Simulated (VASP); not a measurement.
Write the native input for VASP 6.6.1 that does the following.

* Task: single point
* Functional: LDA
* Potentials or basis: VASP PAW LDA potentials, release 64 (Sn_d, O)
* Cutoff: 520 eV
* k mesh: 6 × 6 × 10
* Occupations: gaussian, width 0.05 eV
* Spin: no spin polarisation
* Dipole correction: no
* Further INCAR settings: ALGO = Normal; EDIFF = 1e-06; NBANDS = 35

The structure of SnO2 lies in POSCAR:

```
SnO2
1.0
    4.7641695805      0.0000000000      0.0000000000
    0.0000000000      5.0607276080      0.0000000000
    0.0000000000      0.0000000000      3.4185581734
Sn O
2 4
Direct
    0.5000000000      0.5000000000      0.5000000000
    0.0000000000      0.0000000000      0.0000000000
    0.3079960395      0.3111034788      0.0000000000
    0.8079960395      0.1888965212      0.5000000000
    0.1920039605      0.8111034788      0.5000000000
    0.6920039605      0.6888965212      0.0000000000
```

These files were run (other wordings do the same):

INCAR

```
SYSTEM = SnO2
PREC = Accurate ; ENCUT = 520
EDIFF = 1E-6 ; ISMEAR = 0
SIGMA = 0.05 ; LREAL = .False.
LASPH = .True. ; NELM = 80
ALGO = Normal ; ISIF = 2
LWAVE = .False. ; LCHARG = .False.
NBANDS = 35
```

KPOINTS

```
regular mesh
0
Gamma
  6 6 10
  0 0 0
```

Potentials or basis: VASP PAW LDA potentials, release 64 (Sn_d, O).

Run with:

```console
$ cat potpaw_LDA.64/Sn_d/POTCAR potpaw_LDA.64/O/POTCAR > POTCAR
$ mpirun -np 1 vasp_std > vasp.out
```

It gave:

```
Pressure               : -21.9 GPa
Largest force          : 0.020 eV/Å
Band gap on the k mesh : 0.08 eV (least direct gap 0.45 eV)
```

Caveat: the stress differs along the axes, from -29 to -16 GPa; semilocal functionals underestimate gaps, and a narrow one can read as zero; spin-orbit coupling is left out, which moves the levels of the heavy elements.

It took 2.3 min on 1 thread of AMD EPYC 9R45 96-Core Processor (Zen 5), with other jobs on the host, peak memory 0.28 GiB.
